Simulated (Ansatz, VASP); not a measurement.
# CdGa2: VASP beside Ansatz

```
CELL_PARAMETERS angstrom
0.00000 3.23644 3.23644
3.23644 0.00000 3.23644
3.23644 3.23644 0.00000
ATOMIC_POSITIONS crystal
Cd 0.00000 0.00000 0.00000
Ga 0.25000 0.25000 0.25000
Ga 0.75000 0.75000 0.75000
```

Alike in both runs: task relaxation of cell and atoms; functional PBE; k mesh 12 × 12 × 12; occupations gaussian, width 0.1 eV; no spin polarisation.

```csv
,VASP,Ansatz
version,VASP 6.6.1,Ansatz 0.2.0
potentials or method,"VASP PAW PBE potentials, release 64 (Cd, Ga_d), cutoff 600 eV","scalar-relativistic, plane waves, PAW"
valence electrons in the cell,38,46
```

|  | VASP | Ansatz | Ansatz less VASP |
| --- | --- | --- | --- |
| gap on the k mesh at the Fermi level, each at its own relaxed structure (eV) | none | none | - |
| relaxed volume (Å³/atom) | 23.12 | 23.04 | -0.085 |
| relaxed length of the cell vector where the two differ most in proportion (Å) | 4.612 | 4.607 | -0.0056 |

A gap of «none» marks a metal or a gap that the smearing closes. VASP's potentials hold 38 valence electrons a cell and Ansatz's 46, so a difference there can come from the potentials and not from the codes.
